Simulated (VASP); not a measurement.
# WS2 in VASP: notebook

The runs below take WS2 through single point, with r2SCAN.

Program: VASP 6.6.1. These are calculated values, not measurements. Logs are shortened: lines on timing, memory, paths and dates and some standing lists are left out, and cuts for length are marked.

## 1. The cell of the first run

The cell holds a slab with vacuum, 6 atoms: a = 3.181 Å, b = 3.181 Å, c = 23.688 Å, α = 90.00°, β = 90.00°, γ = 120.00°.

## 2. Single point, r2SCAN (all S atoms moved -0.050 Å, as atom 3 along Cartesian [0 0 1])

File POSCAR:

```
WS2
1.0
    3.1814117282      0.0000000000      0.0000000000
   -1.5907058641      2.7551833765      0.0000000000
    0.0000000000      0.0000000000     23.6881463475
W S
2 4
Direct
    0.3333333333      0.6666666667      0.6379434935
    0.6666666667      0.3333333333      0.3620565065
    0.3333333333      0.6666666667      0.2941317494
    0.6666666667      0.3333333333      0.5699930620
    0.3333333333      0.6666666667      0.4257854174
    0.6666666667      0.3333333333      0.7016467300
```

File INCAR.step1:

```
SYSTEM = WS2
ALGO     = Normal         ! electronic algorithm
EDIFF    = 1E-4           ! SCF threshold, eV
ENCUT    = 520            ! plane-wave cutoff, eV
GGA      = PE             ! functional
ISMEAR   = 0              ! smearing method
LASPH    = .TRUE.         ! aspherical terms in the spheres
LCHARG   = .FALSE.        ! write CHGCAR
LREAL    = .FALSE.        ! projectors in reciprocal space
LWAVE    = .TRUE.         ! write WAVECAR
NBANDS   = 35             ! bands
NELM     = 80             ! most SCF steps
PREC     = Accurate       ! precision mode
SIGMA    = 0.05           ! smearing width, eV
```

File INCAR.step2:

```
SYSTEM = WS2
ALGO     = Normal         ! electronic algorithm
EDIFF    = 1E-7           ! SCF threshold, eV
ENCUT    = 520            ! plane-wave cutoff, eV
ISIF     = 2              ! what is computed and relaxed
ISMEAR   = 0              ! smearing method
ISTART   = 1            
LASPH    = .TRUE.         ! aspherical terms in the spheres
LCHARG   = .FALSE.        ! write CHGCAR
LMIXTAU  = .TRUE.       
LREAL    = .FALSE.        ! projectors in reciprocal space
LWAVE    = .FALSE.        ! write WAVECAR
METAGGA  = R2SCAN         ! meta-GGA
NBANDS   = 35             ! bands
NELM     = 80             ! most SCF steps
PREC     = Accurate       ! precision mode
SIGMA    = 0.05           ! smearing width, eV
```

File KPOINTS:

```
k-points
0
G
  12 12 2
  0 0 0
```

Potentials or basis: VASP PAW PBE potentials, release 64 (W_sv, S).

On the command line:

```sh
$ cat potpaw_PBE.64/W_sv/POTCAR potpaw_PBE.64/S/POTCAR > POTCAR
$ cp INCAR.step1 INCAR
$ mpirun -np 1 vasp_std > vasp.out
$ cp INCAR.step2 INCAR
$ mpirun -np 1 vasp_std > vasp.out
```

OUTCAR:

```text
SYSTEM = WS2
   EDIFF = 1E-7
   ENCUT = 520
   ISIF = 2
   ISMEAR = 0
   ISTART = 1
   LASPH = .TRUE.
   LREAL = .FALSE.
   METAGGA = R2SCAN
   NELM = 80
   PREC = Accurate

 ion  position               nearest neighbor table
   1  0.333  0.667  0.638-   6 2.38   6 2.38   6 2.38   4 2.44   4 2.44   4 2.44
   2  0.667  0.333  0.362-   5 2.38   5 2.38   5 2.38   3 2.44   3 2.44   3 2.44
   3  0.333  0.667  0.294-   2 2.44   2 2.44   2 2.44
   4  0.667  0.333  0.570-   1 2.44   1 2.44   1 2.44
   5  0.333  0.667  0.426-   2 2.38   2 2.38   2 2.38
   6  0.667  0.333  0.702-   1 2.38   1 2.38   1 2.38

  LATTYP: Found a hexagonal cell.
 ALAT       =     3.1814117282
 C/A-ratio  =     7.4457971402

  Lattice vectors:

 A1 = (   3.1814117282,   0.0000000000,   0.0000000000)
 A2 = (  -1.5907058641,   2.7551833765,   0.0000000000)
 A3 = (   0.0000000000,   0.0000000000,  23.6881463475)

Analysis of symmetry for initial positions (statically):
=====================================================================
 Subroutine PRICEL returns:
 Original cell was already a primitive cell.

 Routine SETGRP: Setting up the symmetry group for a
 hexagonal supercell.

 Subroutine GETGRP returns: Found  6 space group operations
 (whereof  6 operations were pure point group operations)
 out of a pool of 24 trial point group operations.

The static configuration has the point symmetry C_3v.

Analysis of symmetry for dynamics (positions and initial velocities):
=====================================================================
 Subroutine PRICEL returns:
 Original cell was already a primitive cell.

 Routine SETGRP: Setting up the symmetry group for a
 hexagonal supercell.

 Subroutine GETGRP returns: Found  6 space group operations
 (whereof  6 operations were pure point group operations)
 out of a pool of 24 trial point group operations.

The dynamic configuration has the point symmetry C_3v.

 Subroutine INISYM returns: Found  6 space group operations
 (whereof  6 operations are pure point group operations),
 and found     1 'primitive' translations

----------------------------------------------------------------------------------------

                                     Primitive cell

  volume of cell :     207.6354

  direct lattice vectors                    reciprocal lattice vectors
     3.181411728  0.000000000  0.000000000     0.314325867  0.181476124  0.000000000
[... 91 lines left out ...]
   LASPH  =      T    aspherical Exc in radial PAW
   ENCUT  =  520.0 eV  38.22 Ry    6.18 a.u.   5.92  5.92 44.04*2*pi/ulx,y,z
   NELM   =     80;   NELMIN=  2; NELMDL=  0     # of ELM steps
   EDIFF  = 0.1E-06   stopping-criterion for ELM
   LREAL  =      F    real-space projection
   EDIFFG = 0.1E-05   stopping-criterion for IOM
   NSW    =      0    number of steps for IOM
   IBRION =     -1    ionic relax: 0-MD 1-quasi-New 2-CG
   NFREE  =      0    steps in history (QN), initial steepest desc. (CG)
   ISIF   =      2    stress and relaxation
   ISYM   =      2    0-nonsym 1-usesym 2-fastsym
   POTIM  = 0.5000    time-step for ionic-motion
   TEBEG  =    0.0;   TEEND  =   0.0 temperature during run
   PSTRESS=    0.0 pullay stress
   NELECT =      52.0000    total number of electrons
   NUPDOWN=      -1.0000    fix difference up-down
   EMIN   =  10.00;   EMAX   =-10.00  energy-range for DOS
   EFERMI =   0.00;   METHOD = LEGACY
   ISMEAR =     0;   SIGMA  =   0.05  broadening in eV -4-tet -1-fermi 0-gaus
   EFERMI_NEDOS =   21; number of points for ismear=-14 and -15
   IALGO  =     38    algorithm
   IMIX   =      4    mixing-type and parameters
     AMIX     =   0.40;   BMIX     =  1.00
     AMIX_MAG =   1.60;   BMIX_MAG =  1.00
  volume/ion in A,a.u.               =      34.61       233.53
  Fermi-wavevector in a.u.,A,eV,Ry     =   1.031911  1.950029 14.488024  1.064840
  Thomas-Fermi vector in A             =   2.166082
   LORBIT       =      0    0 simple, 1 ext, 2 COOP (PROOUT), +10 PAW based schemes
   METAGGA = R2SCAN    functional components
   LHFCALC =     F    Hartree Fock is set to
   AEXX    =    0.0000 exact exchange contribution
   IVDW    =     0    specifies the selected vdW correction
   LEPSILON=     F    determine dielectric tensor
   LRPA    =     F    only Hartree local field effects (RPA)
 non-spin polarized calculation
 Gauss-broadening in eV      SIGMA  =   0.05
  energy-cutoff  :      520.00
  volume of cell :      207.64
 maximum number of plane-waves:      5630
 NGX is ok and might be reduce to    24
   NGX = 11   NGY = 11   NGZ = 89

 number of electron      51.9999999 magnetization

 Free energy of the ion-electron system (eV)
  ---------------------------------------------------
  ext. energy  EPLUGINS =         0.00000000
  ---------------------------------------------------
  free energy    TOTEN  =      -140.03900418 eV

  energy without entropy =     -140.03900418  energy(sigma->0) =     -140.03900418

 E-fermi :   1.1282     XC(G=0):  -6.3603

 val. band max:        0.8927406182   @ k =   0.0000   0.0000   0.0000
 cond. band min:       2.4278649523   @ k =   0.3333   0.3333   0.0000
 fundamental gap:      1.5351243341
 Fermi energy:         1.1282412287

 k-point     1 :       0.0000    0.0000    0.0000
  band No.  band energies     occupation
      1     -75.4361      2.00000
      2     -75.3941      2.00000
      3     -39.0253      2.00000
      4     -38.9833      2.00000
      5     -38.8717      2.00000
      6     -38.8717      2.00000
[... 901 lines left out ...]
     34       5.3492      0.00000
     35       7.6164      0.00000

 [... further k-points ...]
[... 5 lines left out ...]
  --------------------------------------------------------------------------------------
  -------------------------------------------------------------------------------------
  Total        0.3404221      0.3404221      0.1900761      0.0000000      0.0000000      0.0000000
  in kB        2.6267993      2.6267993      1.4666841      0.0000000      0.0000000      0.0000000
  external PRESSURE =       2.2400943 kB  Pullay stress =       0.0000000 kB

 VOLUME and BASIS-vectors are now :
 -----------------------------------------------------------------------------
  energy-cutoff  :      520.00
  volume of cell :      207.64
      direct lattice vectors                 reciprocal lattice vectors
     3.181411728  0.000000000  0.000000000     0.314325867  0.181476124  0.000000000
    -1.590705864  2.755183376  0.000000000     0.000000000  0.362952248  0.000000000
     0.000000000  0.000000000 23.688146347     0.000000000  0.000000000  0.042215207

 POSITION                                       TOTAL-FORCE (eV/Angst)
 -----------------------------------------------------------------------------------
     -0.00000      1.83679     15.11170        -0.000000     -0.000000     -1.667563
      1.59071      0.91839      8.57645         0.000000      0.000000     -1.669482
     -0.00000      1.83679      6.96744         0.000000     -0.000000      0.771046
      1.59071      0.91839     13.50208         0.000000      0.000000      0.765065
     -0.00000      1.83679     10.08607         0.000000     -0.000000      0.898059
      1.59071      0.91839     16.62071        -0.000000     -0.000000      0.902876
 -----------------------------------------------------------------------------------
    total drift:                                0.000000      0.000002      0.001392

  FREE ENERGIE OF THE ION-ELECTRON SYSTEM (eV)
  ---------------------------------------------------
  free  energy   TOTEN  =      -140.0390041759 eV

  energy  without entropy=     -140.0390041759  energy(sigma->0) =     -140.03900418
```

OSZICAR.step1:

```text
N       E                     dE             d eps       ncg     rms          rms(c)
DAV:   1     0.492674974294E+03    0.49267E+03   -0.27752E+04  3100   0.132E+03
DAV:   2    -0.150526445830E+02   -0.50773E+03   -0.49199E+03  3331   0.345E+02
DAV:   3    -0.489666175315E+02   -0.33914E+02   -0.33528E+02  3402   0.872E+01
DAV:   4    -0.499923527237E+02   -0.10257E+01   -0.10200E+01  3341   0.161E+01
DAV:   5    -0.500251944878E+02   -0.32842E-01   -0.32808E-01  3382   0.298E+00    0.377E+01
DAV:   6    -0.476158546719E+02    0.24093E+01   -0.87051E+00  3035   0.195E+01    0.162E+01
DAV:   7    -0.474034952511E+02    0.21236E+00   -0.26092E+00  2984   0.852E+00    0.645E+00
DAV:   8    -0.472522506403E+02    0.15124E+00   -0.40365E-01  3058   0.446E+00    0.199E+00
DAV:   9    -0.472545063681E+02   -0.22557E-02   -0.58491E-02  3263   0.122E+00    0.109E+00
DAV:  10    -0.472511234803E+02    0.33829E-02   -0.94648E-03  3265   0.638E-01    0.383E-01
DAV:  11    -0.472509106451E+02    0.21284E-03   -0.11888E-03  2909   0.175E-01    0.238E-01
DAV:  12    -0.472507943907E+02    0.11625E-03   -0.27323E-04  2481   0.112E-01    0.496E-02
DAV:  13    -0.472507445316E+02    0.49859E-04   -0.79482E-05  1975   0.487E-02
   1 F= -.47250745E+02 E0= -.47250745E+02  d E =-.962214E-18
```

Wall time 9.6 min (1 thread of Intel Xeon 6975P-C (Granite Rapids), shared host); peak memory 0.48 GiB.

Results:

```yaml
Free_energy: -140.0390 eV
Largest_force: 1.669 eV/Å
Band_gap_on_the_k_mesh: 1.54 eV (least direct gap 1.88 eV)
```

Forces in eV/Å, atoms in the order of the input:
```
W    0.000  0.000 -1.668
W    0.000  0.000 -1.669
S    0.000  0.000  0.771
S    0.000  0.000  0.765
S    0.000  0.000  0.898
S    0.000  0.000  0.903
```

Levels at points of the mesh, in eV from the valence-band top:
| k point | band 24 | band 25 | band 26 | band 27 | band 28 | band 29 |
| --- | --- | --- | --- | --- | --- | --- |
| (0.00, 0.00, 0.00) | -2.06 | -0.46 | 0.00 | 2.60 | 2.60 | 2.63 |
| (0.50, 0.00, 0.00) | -1.72 | -1.35 | -1.29 | 2.63 | 2.68 | 3.06 |
| (0.00, 0.00, 0.50) | -2.06 | -0.46 | 0.00 | 2.60 | 2.60 | 2.63 |
| (0.50, 0.00, 0.50) | -1.72 | -1.35 | -1.29 | 2.63 | 2.68 | 3.06 |

Caveat: the cell differs from its parent crystal (all S atoms moved -0.050 Å, as atom 3 along Cartesian [0 0 1]); the PAW data sets were made with another functional, which shifts forces and pressure a little; spin-orbit coupling is left out, which moves the levels of the heavy elements.

## 3. Single point, r2SCAN (all S atoms moved +0.025 Å, as atom 3 along Cartesian [0 0 1])

File POSCAR:

```
WS2
1.0
    3.1814117282      0.0000000000      0.0000000000
   -1.5907058641      2.7551833765      0.0000000000
    0.0000000000      0.0000000000     23.6881463475
W S
2 4
Direct
    0.3333333333      0.6666666667      0.6379434935
    0.6666666667      0.3333333333      0.3620565065
    0.3333333333      0.6666666667      0.2972978899
    0.6666666667      0.3333333333      0.5731592025
    0.3333333333      0.6666666667      0.4289515579
    0.6666666667      0.3333333333      0.7048128705
```

File INCAR.step1:

```
PREC = Accurate
ENCUT = 520
ISMEAR = 0
SIGMA = 0.05
LREAL = F
LASPH = T
NELM = 60
NBANDS = 35
GGA = PE
ALGO = Normal
EDIFF = 1E-4
LWAVE = T
LCHARG = F
```

File INCAR.step2:

```
PREC = Accurate
ENCUT = 520
EDIFF = 1E-6
ISMEAR = 0
SIGMA = 0.05
LREAL = F
LASPH = T
NELM = 60
ALGO = Normal
ISIF = 2
LWAVE = F
LCHARG = F
METAGGA = R2SCAN
LMIXTAU = T
NBANDS = 35
ISTART = 1
```

File KPOINTS:

```
Automatic mesh
0
Gamma
  12 12 2
```

Potentials or basis: VASP PAW PBE potentials, release 64 (W_sv, S).

On the command line:

```sh
$ cat potpaw_PBE.64/W_sv/POTCAR potpaw_PBE.64/S/POTCAR > POTCAR
$ cp INCAR.step1 INCAR
$ mpirun -np 1 vasp_std > vasp.out
$ cp INCAR.step2 INCAR
$ mpirun -np 1 vasp_std > vasp.out
```

Wall time 9.4 min (1 thread of Intel Xeon 6975P-C (Granite Rapids), shared host); peak memory 0.48 GiB.

It converged, with:

| Property | Result |
| --- | --- |
| Free energy | -140.1016 eV |
| Largest force | 0.836 eV/Å |
| Band gap on the k mesh | 1.58 eV (least direct gap 1.89 eV) |

Forces in eV/Å, atoms in the order of the input:
```
W    0.000  0.000  0.836
W    0.000  0.000  0.834
S    0.000  0.000 -0.451
S    0.000  0.000 -0.450
S    0.000  0.000 -0.383
S    0.000  0.000 -0.386
```

Levels at points of the mesh, in eV from the valence-band top:
```
           k point  band 23  band 24  band 25  band 26  band 27  band 28  band 29  band 30
(0.00, 0.00, 0.00)    -2.08    -2.08    -0.47     0.00     2.71     2.71     2.72     2.72
(0.50, 0.00, 0.00)    -1.77    -1.72    -1.33    -1.28     2.67     2.69     3.10     3.18
(0.00, 0.00, 0.50)    -2.08    -2.08    -0.47     0.00     2.71     2.71     2.72     2.72
(0.50, 0.00, 0.50)    -1.77    -1.72    -1.33    -1.28     2.67     2.69     3.10     3.18
```

Caveat: the cell differs from its parent crystal (all S atoms moved +0.025 Å, as atom 3 along Cartesian [0 0 1]); the PAW data sets were made with another functional, which shifts forces and pressure a little; spin-orbit coupling is left out, which moves the levels of the heavy elements.
